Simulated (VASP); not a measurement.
Input of a VASP 6.6.1 run:

Contents of INCAR:

```
ALGO = Normal
EDIFF = 1E-6
ENCUT = 520
GGA = PE
ISIF = 2
ISMEAR = 0
LASPH = True
LCHARG = True
LELF = True
LREAL = False
LVHAR = True
LWAVE = False
NBANDS = 16
NELM = 80
PREC = Accurate
SIGMA = 0.01
```

Contents of KPOINTS:

```
k-points
0
Gamma
  6 6 2
```

The input POSCAR:

```
BN
1.0
    2.4982400000      0.0000000000      0.0000000000
   -1.2491200000      2.1635393000      0.0000000000
    0.0000000000      0.0000000000      6.6357000000
B N
2 2
Direct
    0.3333333333      0.6666666667      0.2500000000
    0.6666666667      0.3333333333      0.7500000000
    0.3333333333      0.6666666667      0.7500000000
    0.6666666667      0.3333333333      0.2500000000
```

Potentials or basis: VASP PAW PBE potentials, release 64 (B, N).

Command:

```bash
$ cat potpaw_PBE.64/B/POTCAR potpaw_PBE.64/N/POTCAR > POTCAR
$ mpirun -np 1 vasp_std > vasp.out
```

Q: Estimate the band gap on the k mesh.

A: 4.29 eV, indirect (least direct gap 4.66 eV).

Q: What does it give for the pressure?

A: 5.1 GPa.

Stress tensor (GPa, compression positive):
```
6.27 0.00 0.00
0.00 6.27 0.00
0.00 0.00 2.91
```

Caveat: the k points lie up to 0.48 Å⁻¹ apart; this functional lacks dispersion, which binds the layers, so the pressure and a relaxed spacing across them are unreliable. As with any semilocal functional, this PBE gap is likely too small.
